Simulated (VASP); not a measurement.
# InSb3 (R-3m) in VASP: notebook

Runs on InSb3. Level: PBEsol. Tasks: single point.

Program: VASP 6.6.1. These are calculated values, not measurements. Logs are shortened: lines on timing, memory, paths and dates and some standing lists are left out, and cuts for length are marked.

**1. The cell of the first run**

It takes space group R-3m (No. 166, trigonal). Conventional cell: a = 6.252 Å, b = 6.252 Å, c = 8.518 Å, α = 90.00°, β = 90.00°, γ = 120.00°. Within 4.1 Å of In (site symmetry -3m) lie 12 Sb at 3.13 to 3.36 Å. Sb (site symmetry 2/m) has 4 In at 3.13 to 3.36 Å and 8 Sb at 3.13 to 3.36 Å within 4.1 Å.

**2. Single point, PBEsol**

The input, INCAR:

```
SYSTEM = InSb3
  PREC = Accurate
  ENCUT = 520
  EDIFF = 1E-6
  ISMEAR = 0
  SIGMA = 0.15
  LREAL = .False.
  LASPH = .True.
  NELM = 80
  ALGO = Normal
  ISIF = 2
  LWAVE = .False.
  LCHARG = .False.
  GGA = PS
  NBANDS = 22
```

The input, KPOINTS:

```
Automatic mesh
0
Gamma
  8 8 8
  0 0 0
```

The input, POSCAR:

```
InSb3
1.0
    4.5866084372      0.1654961807      0.1654961807
    0.1654961807      4.5866084372      0.1654961807
    0.1654961807      0.1654961807      4.5866084372
In Sb
1 3
Direct
    0.0000000000      0.0000000000      0.0000000000
    0.5000000000      0.0000000000      0.5000000000
    0.0000000000      0.5000000000      0.5000000000
    0.5000000000      0.5000000000      0.0000000000
```

Potentials or basis: VASP PAW PBE potentials, release 64 (In_d, Sb).

Started as:

```bash
$ cat potpaw_PBE.64/In_d/POTCAR potpaw_PBE.64/Sb/POTCAR > POTCAR
$ mpirun -np 1 vasp_std > vasp.out
```

OUTCAR:

```text
SYSTEM = InSb3
   PREC = Accurate
   ENCUT = 520
   EDIFF = 1E-6
   ISMEAR = 0
   LREAL = .False.
   LASPH = .True.
   NELM = 80
   ISIF = 2
   GGA = PS

 ion  position               nearest neighbor table
   1  0.000  0.000  0.000-   2 3.13   3 3.13   3 3.13   4 3.13   2 3.13   4 3.13   4 3.36   4 3.36
                             3 3.36   2 3.36   2 3.36   3 3.36
   2  0.500  0.000  0.500-   1 3.13   4 3.13   3 3.13   4 3.13   1 3.13   3 3.13   3 3.36   3 3.36
                             1 3.36   4 3.36   1 3.36   4 3.36
   3  0.000  0.500  0.500-   1 3.13   4 3.13   1 3.13   2 3.13   2 3.13   4 3.13   2 3.36   2 3.36
                             1 3.36   4 3.36   4 3.36   1 3.36
   4  0.500  0.500  0.000-   2 3.13   3 3.13   1 3.13   2 3.13   1 3.13   3 3.13   1 3.36   1 3.36
                             2 3.36   3 3.36   3 3.36   2 3.36

  LATTYP: Found a trigonal (rhomboedric) cell.
 ALAT       =     4.5925760666
 COS(alpha) =     0.0732760905

  Lattice vectors:

 A1 = (   4.5866084372,   0.1654961807,   0.1654961807)
 A2 = (   0.1654961807,   4.5866084372,   0.1654961807)
 A3 = (   0.1654961807,   0.1654961807,   4.5866084372)

Analysis of symmetry for initial positions (statically):
=====================================================================
 Subroutine PRICEL returns:
 Original cell was already a primitive cell.

 Routine SETGRP: Setting up the symmetry group for a
 trigonal (rhombohedral) supercell.

 Subroutine GETGRP returns: Found 12 space group operations
 (whereof 12 operations were pure point group operations)
 out of a pool of 12 trial point group operations.

The static configuration has the point symmetry D_3d.

Analysis of symmetry for dynamics (positions and initial velocities):
=====================================================================
 Subroutine PRICEL returns:
 Original cell was already a primitive cell.

 Routine SETGRP: Setting up the symmetry group for a
 trigonal (rhombohedral) supercell.

 Subroutine GETGRP returns: Found 12 space group operations
 (whereof 12 operations were pure point group operations)
 out of a pool of 12 trial point group operations.

The dynamic configuration has the point symmetry D_3d.

 Subroutine INISYM returns: Found 12 space group operations
 (whereof 12 operations are pure point group operations),
 and found     1 'primitive' translations

----------------------------------------------------------------------------------------

                                     Primitive cell

  volume of cell :      96.1206

  direct lattice vectors                    reciprocal lattice vectors
     4.586608437  0.165496181  0.165496181     0.218575349 -0.007612077 -0.007612077
     0.165496181  4.586608437  0.165496181    -0.007612077  0.218575349 -0.007612077
     0.165496181  0.165496181  4.586608437    -0.007612077 -0.007612077  0.218575349

  length of vectors
     4.592576067  4.592576067  4.592576067     0.218840286  0.218840286  0.218840286

  position of ions in fractional coordinates (direct lattice)
     0.000000000  0.000000000  0.000000000
     0.500000000  1.000000000  0.500000000
     1.000000000  0.500000000  0.500000000
     0.500000000  0.500000000  0.000000000

  ion indices of the primitive-cell ions
   primitive index   ion index
                 1           1
                 2           2
                 3           3
                 4           4

----------------------------------------------------------------------------------------

 KPOINTS: Automatic mesh

Automatic generation of k-mesh.
 Grid dimensions read from file:
 generate k-points for:    8    8    8

 Generating k-lattice:

  Cartesian coordinates                     Fractional coordinates (reciprocal lattice)
     0.027321919 -0.000951510 -0.000951510     0.125000000 -0.000000000  0.000000000
    -0.000951510  0.027321919 -0.000951510    -0.000000000  0.125000000  0.000000000
    -0.000951510 -0.000951510  0.027321919     0.000000000  0.000000000  0.125000000

  Length of vectors
     0.027355036  0.027355036  0.027355036

  Shift w.r.t. Gamma in fractional coordinates (k-lattice)
     0.000000000  0.000000000  0.000000000

 Subroutine IBZKPT returns following result:
 ===========================================

 Found     65 irreducible k-points:

 Following reciprocal coordinates:
            Coordinates               Weight
  0.000000  0.000000  0.000000      1.000000
  0.125000  0.000000  0.000000      6.000000
  0.250000  0.000000  0.000000      6.000000
  0.375000  0.000000  0.000000      6.000000
  0.500000  0.000000  0.000000      3.000000
  0.125000  0.125000  0.000000      6.000000
[... 16 lines left out ...]
  0.250000  0.125000  0.125000      6.000000
  0.375000  0.125000  0.125000      6.000000
 [... further k-points ...]
   k-points           NKPTS =     65   k-points in BZ     NKDIM =     65   number of bands    NBANDS=     22
   number of dos      NEDOS =    301   number of ions     NIONS =      4
   total plane-waves  NPLWV =  46656
   dimension x,y,z NGX =    36 NGY =   36 NGZ =   36
   dimension x,y,z NGXF=    72 NGYF=   72 NGZF=   72
   ions per type =               1   3
   NGX,Y,Z   is equivalent  to a cutoff of  13.03, 13.03, 13.03 a.u.
   NGXF,Y,Z  is equivalent  to a cutoff of  26.06, 26.06, 26.06 a.u.
 SYSTEM =  InSb3
   PREC   = accura    normal or accurate (medium, high low for compatibility)
   ISTART =      0    job   : 0-new  1-cont  2-samecut
   ICHARG =      2    charge: 1-file 2-atom 10-const
   ISPIN  =      1    spin polarized calculation?
   LNONCOLLINEAR =      F non collinear calculations
   LSORBIT =      F    spin-orbit coupling
   LASPH  =      T    aspherical Exc in radial PAW
   ENCUT  =  520.0 eV  38.22 Ry    6.18 a.u.   8.54  8.54  8.54*2*pi/ulx,y,z
   NELM   =     80;   NELMIN=  2; NELMDL= -5     # of ELM steps
   EDIFF  = 0.1E-05   stopping-criterion for ELM
   LREAL  =      F    real-space projection
   EDIFFG = 0.1E-04   stopping-criterion for IOM
   NSW    =      0    number of steps for IOM
   IBRION =     -1    ionic relax: 0-MD 1-quasi-New 2-CG
   NFREE  =      0    steps in history (QN), initial steepest desc. (CG)
   ISIF   =      2    stress and relaxation
   ISYM   =      2    0-nonsym 1-usesym 2-fastsym
   POTIM  = 0.5000    time-step for ionic-motion
[... 17 lines left out ...]
   LHFCALC =     F    Hartree Fock is set to
   AEXX    =    0.0000 exact exchange contribution
   IVDW    =     0    specifies the selected vdW correction
   LEPSILON=     F    determine dielectric tensor
   LRPA    =     F    only Hartree local field effects (RPA)
 non-spin polarized calculation
 Gauss-broadening in eV      SIGMA  =   0.15
  energy-cutoff  :      520.00
  volume of cell :       96.12
 maximum number of plane-waves:      2627
 NGX is ok and might be reduce to    36
   NGX = 17   NGY = 17   NGZ = 17

 number of electron      27.9999998 magnetization

 Free energy of the ion-electron system (eV)
  ---------------------------------------------------
  ext. energy  EPLUGINS =         0.00000000
  ---------------------------------------------------
  free energy    TOTEN  =       -15.72747519 eV

  energy without entropy =      -15.70055693  energy(sigma->0) =      -15.71401606

 E-fermi :   9.5091     XC(G=0): -10.8178

 val. band max:        9.5060197078   @ k =  -0.1250   0.3750   0.1250
 cond. band min:       9.5131679786   @ k =  -0.2500   0.5000   0.1250
 fundamental gap:      0.0071482708
 Fermi energy:         9.5090794584

 k-point     1 :       0.0000    0.0000    0.0000
  band No.  band energies     occupation
      1      -5.0640      2.00000
      2      -5.0640      2.00000
      3      -5.0313      2.00000
      4      -5.0162      2.00000
      5      -5.0162      2.00000
      6      -3.7599      2.00000
[... 14 lines left out ...]
     21      13.9847      0.00000
     22      15.2508      0.00000

 k-point     2 :       0.1250    0.0000    0.0000
  band No.  band energies     occupation
      1      -5.0629      2.00000
      2      -5.0616      2.00000
      3      -5.0328      2.00000
      4      -5.0187      2.00000
      5      -5.0158      2.00000
      6      -3.6504      2.00000
[... 14 lines left out ...]
     21      14.6167      0.00000
     22      15.0295      0.00000

 k-point     3 :       0.2500    0.0000    0.0000
  band No.  band energies     occupation
      1      -5.0609      2.00000
      2      -5.0574      2.00000
      3      -5.0370      2.00000
      4      -5.0241      2.00000
      5      -5.0136      2.00000
      6      -3.3243      2.00000
[... 14 lines left out ...]
     21      15.8887      0.00000
     22      16.0564      0.00000

 k-point     4 :       0.3750    0.0000    0.0000
  band No.  band energies     occupation
      1      -5.0601      2.00000
      2      -5.0566      2.00000
      3      -5.0398      2.00000
      4      -5.0283      2.00000
      5      -5.0102      2.00000
      6      -2.8056      2.00000
[... 14 lines left out ...]
     21      15.2868      0.00000
     22      15.4241      0.00000

 k-point     5 :       0.5000    0.0000    0.0000
  band No.  band energies     occupation
      1      -5.0603      2.00000
      2      -5.0576      2.00000
      3      -5.0401      2.00000
      4      -5.0295      2.00000
      5      -5.0085      2.00000
      6      -2.3635      2.00000
[... 14 lines left out ...]
     21      14.8942      0.00000
     22      15.9142      0.00000

 k-point     6 :       0.1250    0.1250    0.0000
  band No.  band energies     occupation
      1      -5.0636      2.00000
      2      -5.0590      2.00000
      3      -5.0368      2.00000
      4      -5.0194      2.00000
      5      -5.0164      2.00000
      6      -3.5551      2.00000
[... 14 lines left out ...]
     21      14.6136      0.00000
     22      15.7917      0.00000

 k-point     7 :       0.2500    0.1250    0.0000
  band No.  band energies     occupation
      1      -5.0646      2.00000
      2      -5.0550      2.00000
      3      -5.0414      2.00000
      4      -5.0237      2.00000
      5      -5.0140      2.00000
      6      -3.2439      2.00000
[... 324 lines left out ...]
      6      -1.6834      2.00000
[... 14 lines left out ...]
     21      15.6498      0.00000
     22      15.7352      0.00000

 k-point    21 :       0.5000    0.5000    0.0000
  band No.  band energies     occupation
      1      -5.1101      2.00000
      2      -5.0498      2.00000
      3      -5.0497      2.00000
      4      -5.0235      2.00000
      5      -4.9916      2.00000
      6      -0.9220      2.00000
[... 14 lines left out ...]
     21      15.9780      0.00000
     22      17.0505      0.00000

 k-point    22 :       0.1250    0.1250    0.1250
  band No.  band energies     occupation
      1      -5.0611      2.00000
      2      -5.0611      2.00000
      3      -5.0437      2.00000
      4      -5.0178      2.00000
      5      -5.0178      2.00000
      6      -3.4749      2.00000
[... 14 lines left out ...]
     21      15.6356      0.00000
     22      15.9471      0.00000

 k-point    23 :       0.2500    0.1250    0.1250
  band No.  band energies     occupation
      1      -5.0624      2.00000
      2      -5.0595      2.00000
      3      -5.0494      2.00000
      4      -5.0216      2.00000
      5      -5.0138      2.00000
      6      -3.1799      2.00000
[... 14 lines left out ...]
     21      16.0954      0.00000
     22      16.6856      0.00000

 k-point    24 :       0.3750    0.1250    0.1250
  band No.  band energies     occupation
      1      -5.0638      2.00000
      2      -5.0633      2.00000
      3      -5.0484      2.00000
      4      -5.0247      2.00000
      5      -5.0089      2.00000
      6      -2.6905      2.00000
[... 14 lines left out ...]
     21      15.8541      0.00000
     22      16.2757      0.00000

 [... further k-points ...]

------------------------ aborting loop because EDIFF is reached ----------------------------------------

  FORCE on cell =-STRESS in cart. coord.  units (eV):
  Direction    XX          YY          ZZ          XY          YZ          ZX
  --------------------------------------------------------------------------------------
  -------------------------------------------------------------------------------------
  Total        4.7068752      4.7068752      4.7068752     -1.3182001     -1.3182001     -1.3182001
  in kB       78.4561352     78.4561352     78.4561352    -21.9723018    -21.9723018    -21.9723018
  external PRESSURE =      78.4561352 kB  Pullay stress =       0.0000000 kB

 VOLUME and BASIS-vectors are now :
 -----------------------------------------------------------------------------
  energy-cutoff  :      520.00
  volume of cell :       96.12
      direct lattice vectors                 reciprocal lattice vectors
     4.586608437  0.165496181  0.165496181     0.218575349 -0.007612077 -0.007612077
     0.165496181  4.586608437  0.165496181    -0.007612077  0.218575349 -0.007612077
     0.165496181  0.165496181  4.586608437    -0.007612077 -0.007612077  0.218575349

 POSITION                                       TOTAL-FORCE (eV/Angst)
 -----------------------------------------------------------------------------------
      0.00000      0.00000      0.00000        -0.000000     -0.000000      0.000000
      2.37605      0.16550      2.37605        -0.000000     -0.000000     -0.000000
      0.16550      2.37605      2.37605         0.000000      0.000000      0.000000
      2.37605      2.37605      0.16550         0.000000      0.000000     -0.000000
 -----------------------------------------------------------------------------------
    total drift:                                0.000000     -0.000000     -0.000000

  FREE ENERGIE OF THE ION-ELECTRON SYSTEM (eV)
  ---------------------------------------------------
  free  energy   TOTEN  =       -15.7274751921 eV

  energy  without entropy=      -15.7005569295  energy(sigma->0) =      -15.71401606
```

Run time: 1.9 min. Hardware: 1 thread of Intel Xeon 8259CL, shared host; peak memory 0.29 GiB.

What came out:

* Free energy: -15.7275 eV
* Pressure: 7.8 GPa
* Band gap on the k mesh: zero (bands 14 and 15 overlap by 4.60 eV)

Levels at points of the mesh, in eV from the Fermi level:
| k point | band 10 | band 11 | band 12 | band 13 | band 14 | band 15 | band 16 | band 17 | band 18 | band 19 |
| --- | --- | --- | --- | --- | --- | --- | --- | --- | --- | --- |
| (0.00, 0.00, 0.00) | -4.89 | -4.89 | -3.58 | -0.04 | -0.04 | 1.15 | 1.54 | 2.66 | 2.66 | 4.43 |
| (0.50, 0.00, 0.00) | -3.18 | -2.94 | -2.60 | -2.24 | -1.27 | -1.05 | 1.56 | 2.73 | 2.86 | 3.54 |
| (0.50, 0.50, 0.00) | -2.73 | -2.18 | -1.60 | -1.50 | -1.14 | -0.97 | 0.18 | 1.09 | 3.54 | 4.77 |
| (0.50, 0.50, 0.50) | -6.00 | -5.69 | -5.69 | -5.01 | 3.54 | 3.54 | 4.40 | 4.97 | 4.97 | 6.13 |

Caveat: the cell stands under pressure; the PAW data sets were made with another functional, which shifts forces and pressure a little; spin-orbit coupling is left out, which moves the levels of the heavy elements.

**3. Single point, PBEsol**

The input, INCAR:

```
SYSTEM = InSb3
PREC = Accurate
ENCUT = 520
EDIFF = 1E-6
ISMEAR = 0
SIGMA = 0.15
LREAL = .FALSE.
LASPH = .TRUE.
NELM = 60
ALGO = Normal
ISIF = 2
LWAVE = .FALSE.
LCHARG = .FALSE.
GGA = PS
NBANDS = 22
```

The input, KPOINTS:

```
Automatic mesh
0
G
  8 8 8
  0 0 0
```

The input, POSCAR:

```
InSb3
1.0
    4.5866084372     -0.1654961807     -0.1654961807
   -0.1654961807      4.5866084372     -0.1654961807
   -0.1654961807     -0.1654961807      4.5866084372
In Sb
1 3
Direct
    0.0000000000      0.0000000000      0.0000000000
    0.5000000000      0.0000000000      0.5000000000
    0.0000000000      0.5000000000      0.5000000000
    0.5000000000      0.5000000000      0.0000000000
```

Potentials or basis: VASP PAW PBE potentials, release 64 (In_d, Sb).

Started as:

```bash
$ cat potpaw_PBE.64/In_d/POTCAR potpaw_PBE.64/Sb/POTCAR > POTCAR
$ mpirun -np 1 vasp_std > vasp.out
```

Run time: 1.8 min. Hardware: 1 thread of Intel Xeon 8259CL, shared host; peak memory 0.29 GiB.

The run converged. Its results:

```
Free energy            : -15.7617 eV
Pressure               : 7.7 GPa
Band gap on the k mesh : zero (bands 14 and 15 overlap by 4.62 eV)
```

Stress tensor (GPa, compression positive):
```
7.66 1.41 1.41
1.41 7.66 1.41
1.41 1.41 7.66
```

Levels at points of the mesh, in eV from the Fermi level:
```
           k point  band 11  band 12  band 13  band 14  band 15  band 16  band 17  band 18
(0.00, 0.00, 0.00)    -4.80    -3.60    -0.44     0.39     0.39     2.23     2.23     2.96
(0.50, 0.00, 0.00)    -2.78    -2.59    -2.12    -1.28    -1.06     1.68     2.72     2.93
(0.50, 0.50, 0.00)    -2.19    -1.65    -1.54    -1.26    -1.22     0.39     1.19     3.45
(0.50, 0.50, 0.50)    -5.97    -5.50    -4.97     3.40     3.40     4.50     4.96     4.96
```

Caveat: the cell stands under pressure; the PAW data sets were made with another functional, which shifts forces and pressure a little; spin-orbit coupling is left out, which moves the levels of the heavy elements.

**4. Single point, PBEsol**

This run uses another cell than the first one, of 24.08 Å³/atom.

The input, INCAR:

```
SYSTEM = InSb3
  PREC = Accurate
  ENCUT = 520
  EDIFF = 1E-6
  ISMEAR = 0
  SIGMA = 0.15
  LREAL = .False.
  LASPH = .True.
  NELM = 60
  ALGO = Normal
  ISIF = 2
  LWAVE = .False.
  LCHARG = .True.
  GGA = PS
  LELF = .True.
  LVHAR = .True.
  NBANDS = 22
```

The input, KPOINTS:

```
regular mesh
0
Gamma
  8 8 8
  0 0 0
```

The input, POSCAR:

```
InSb3
1.0
    4.5866084372      0.1104095949      0.1104095949
    0.1104095949      4.5866084372      0.1104095949
    0.1104095949      0.1104095949      4.5866084372
In Sb
1 3
Direct
    0.0000000000      0.0000000000      0.0000000000
    0.5000000000      0.0000000000      0.5000000000
    0.0000000000      0.5000000000      0.5000000000
    0.5000000000      0.5000000000      0.0000000000
```

Started as:

```bash
$ cat potpaw_PBE.64/In_d/POTCAR potpaw_PBE.64/Sb/POTCAR > POTCAR
$ mpirun -np 1 vasp_std > vasp.out
```

It took 2.1 min on 1 thread of Intel Xeon 8259CL, shared host; peak memory 0.29 GiB.

The run converged. Its results:

```
Free energy            : -15.8130 eV
Pressure               : 7.3 GPa
Band gap on the k mesh : zero (bands 14 and 15 overlap by 4.87 eV)
```

Stress tensor (GPa, compression positive):
```
 7.26 -1.45 -1.45
-1.45  7.26 -1.45
-1.45 -1.45  7.26
```

Levels at points of the mesh, in eV from the Fermi level:
```csv
k point,band 12,band 13,band 14,band 15,band 16,band 17
"(0.00, 0.00, 0.00)",-3.59,0.16,0.16,1.21,1.37,2.37
"(0.50, 0.00, 0.00)",-2.59,-2.32,-1.30,-1.08,1.92,2.83
"(0.50, 0.50, 0.00)",-1.62,-1.44,-1.29,-1.06,0.00,0.98
"(0.50, 0.50, 0.50)",-5.71,-5.07,3.79,3.79,4.37,4.77
```

Caveat: the cell stands under pressure; the PAW data sets were made with another functional, which shifts forces and pressure a little; spin-orbit coupling is left out, which moves the levels of the heavy elements.

**5. Summary**

| cell | gap on the mesh (eV) | pressure (GPa) |
| --- | --- | --- |
| a = 4.593 Å, angles 85.8°, 4 atoms | none | 7.8 |
| a = 4.593 Å, angles 94.1°, 4 atoms | none | 7.7 |
| a = 4.589 Å, angles 87.2°, 4 atoms | none | 7.3 |

Alike in all rows: task single point; level PBEsol; potentials or basis VASP PAW PBE potentials, release 64 (In_d, Sb); no spin polarisation; k mesh 8 × 8 × 8; cutoff (eV) 520; smearing gaussian 0.15 eV.

Caveats: the cell stands under pressure; the PAW data sets were made with another functional, which shifts forces and pressure a little; spin-orbit coupling is left out, which moves the levels of the heavy elements.

Total energies depend on the potentials used, so only differences within one code and one set of settings carry meaning.
